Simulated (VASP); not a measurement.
Input of a VASP 6.6.1 run:

Contents of INCAR:

```
SYSTEM = Sn
PREC = Accurate
ENCUT = 520
EDIFF = 1E-6
ISMEAR = -1
SIGMA = 0.1
LREAL = .False.
LASPH = .True.
NELM = 60
ALGO = Normal
ISIF = 2
LWAVE = .False.
LCHARG = .False.
GGA = RP
NBANDS = 36
```

The input KPOINTS:

```
regular mesh
0
Gamma
  14 14 4
  0 0 0
```

Contents of POSCAR:

```
Sn
1.0
    3.4241921244      0.0000000000      0.0000000000
   -1.7120960622      2.9654373671      0.0000000000
    0.0000000000      0.0000000000     11.3027229530
Sn
4
Direct
    0.0000000000      0.0000000000      1.0000000000
    0.0000000000      0.0000000000      0.5000000000
    0.3333333333      0.6666666667      0.2500000000
    0.6666666667      0.3333333333      0.7500000000
```

Potentials or basis: VASP PAW PBE potentials, release 64 (Sn_d).

Launch:

```console
$ cat potpaw_PBE.64/Sn_d/POTCAR > POTCAR
$ mpirun -np 1 vasp_std > vasp.out
```

Predict the pressure.

0.1 GPa.

What does it give for the band gap on the k mesh?

Zero (bands 28 and 29 overlap by 7.45 eV).

Stress tensor (GPa, compression positive):
```
0.00 0.00 0.00
0.00 0.00 0.00
0.00 0.00 0.45
```

Caveat: the PAW data sets were made with another functional, which shifts forces and pressure a little; spin-orbit coupling is left out, which moves the levels of the heavy elements.
